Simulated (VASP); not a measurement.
Crystal: Al.

```
Al
1.0
     1.60099   -5.07867    0.00000
     1.60099    5.07867    0.00000
     0.00000    0.00000    4.23706
Al
4
Direct
  0.09800 0.90200 0.91000
  0.59800 0.40200 0.59000
  0.90200 0.09800 0.09000
  0.40200 0.59800 0.41000
```

```yaml
Program: VASP 6.6.1
Task: relaxation of cell and atoms
Functional: PBE
Potentials_or_basis: VASP PAW PBE potentials, release 64 (Al)
Cutoff: 500 eV
k_mesh: 6 × 6 × 4
Occupations: gaussian, width 0.1 eV
Spin: no spin polarisation
```

At the start: pressure 46.9 GPa; volume 17.23 Å³/atom.

**Question.** How do energy, volume and symmetry change on relaxing?

**Answer.** Over 19 steps the energy falls by 2018.8 meV/atom and the volume is 17.93 Å³/atom (+4.1 %); space group Fmmm (No. 69, to 0.05 Å).

Step by step:
```
step  energy change (eV)  largest force (eV/Å)  pressure (GPa)  volume (Å³)
   1              0.0000                7.6576           46.91        68.90
   2             -4.6503                0.1407           -8.73       132.22
   3             -5.9570                1.0868           -5.09       100.77
   4             -5.9657                1.1695           -4.61        99.55
   5             -5.9664                1.3050           -3.81        97.74
   6             -6.4618                1.2774           -3.99        91.76
   7             -7.3414                1.1423            1.41        75.03
   8             -7.6658                0.2789            1.21        73.10
   9             -7.7216                0.6489            2.26        71.29
  10             -7.7320                0.4487            1.72        71.84
  11             -7.8514                0.4287            0.06        72.94
  12             -7.9305                0.3370           -1.36        74.14
  13             -7.9913                0.0968           -3.64        76.19
  14             -7.9940                0.1829           -2.96        75.48
  15             -8.0642                0.0731           -0.42        72.18
  16             -8.0644                0.0734           -0.30        72.06
  17             -8.0720                0.0480           -0.02        71.76
  18             -8.0737                0.0337            0.20        71.51
  19             -8.0753                0.0185            0.05        71.73
```

Final structure:
```
Al
1.0
     1.40089   -5.12276    0.00000
     1.40089    5.12276    0.00000
     0.00000    0.00000    4.99728
Al
4
Cartesian
  1.4009 3.7652 0.0021
  1.4009 -1.3576 2.4966
  1.4009 -3.7652 4.9952
  1.4009 1.3576 2.5007
```

Caveat: the k points lie up to 0.39 Å⁻¹ apart in the final cell.
